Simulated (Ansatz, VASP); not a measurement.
RbBr in VASP and in Ansatz

```
Rb Br
1.0
     4.12608    0.00000    0.00000
     0.00000    4.12608    0.00000
     0.00000    0.00000    4.12608
Rb Br
1 1
Direct
  0.00000 0.00000 0.00000
  0.50000 0.50000 0.50000
```

Alike in both runs: task single point; functional PBE-based screened hybrid with a share of 0.2 of exact exchange and HFSCREEN = 0.2; k mesh 4 × 4 × 4; occupations fermi-dirac, width 0.05 eV; no spin polarisation.

|  | VASP | Ansatz |
| --- | --- | --- |
| version | VASP 6.6.1 | Ansatz 0.2.0 |
| potentials or method | VASP PAW PBE potentials, release 64 (Rb_sv, Br) | Ansatz PAW |
| plane-wave cutoff (eV) | 520 | 420 |
| valence electrons in the cell | 16 | 16 |

|  | VASP | Ansatz | Ansatz less VASP |
| --- | --- | --- | --- |
| gap on the k mesh at the Fermi level (eV) | 5.04 | 5.04 | -0.001 |
| least direct gap on the mesh (eV) | 5.20 | 5.20 | -0.002 |
| pressure (GPa) | 0.5 | 0.5 | -0.01 |

VASP's potentials were made for PBE, not for PBE-based screened hybrid.
